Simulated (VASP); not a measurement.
Runs of VASP 6.6.1 on PtSe2. The structure is that of space group P-3m1 (No. 164), or close to it. The cells are those of the table. 

```tsv
cell	gap on the mesh (eV)	pressure (GPa)	largest force (eV/Å)
a = 3.426, b = 3.426, c = 5.264 Å, angles 90.0, 90.0, 120.0°, 3 atoms	0.08	38.2	2.56
a = 4.022, b = 4.022, c = 5.062 Å, angles 90.0, 90.0, 120.0°, 3 atoms	none	(a)	0.74
a = 3.873, b = 3.873, c = 5.467 Å, angles 90.0, 90.0, 120.0°, 3 atoms	none	(d)	1.09
a = 4.022, b = 4.022, c = 5.264 Å, angles 90.0, 90.0, 120.0°, 3 atoms	none	-11.3	(c)
a = 3.724, b = 3.724, c = 4.860 Å, angles 90.0, 90.0, 120.0°, 3 atoms	none	12.3	(b)
```

Alike in all rows: task single point; level PBE; potentials or basis VASP PAW PBE potentials, release 64 (Pt, Se); no spin polarisation; k mesh 12 × 12 × 10; cutoff (eV) 520; smearing gaussian 0.15 eV.

Task: Estimate the missing entries.

Result: (a) -9.8; (b) 1.16; (c) 1.10; (d) -8.0.

Caveats: spin-orbit coupling is left out, which moves the levels of the heavy elements; forces of over 1 eV/Å act on the atoms, so gaps and moduli don't describe the material at rest (some runs).

A k mesh can miss the band edges, and the runs leave out spin-orbit coupling on Pt, Se.

A gap of «none» marks levels without a gap at the run's occupations.
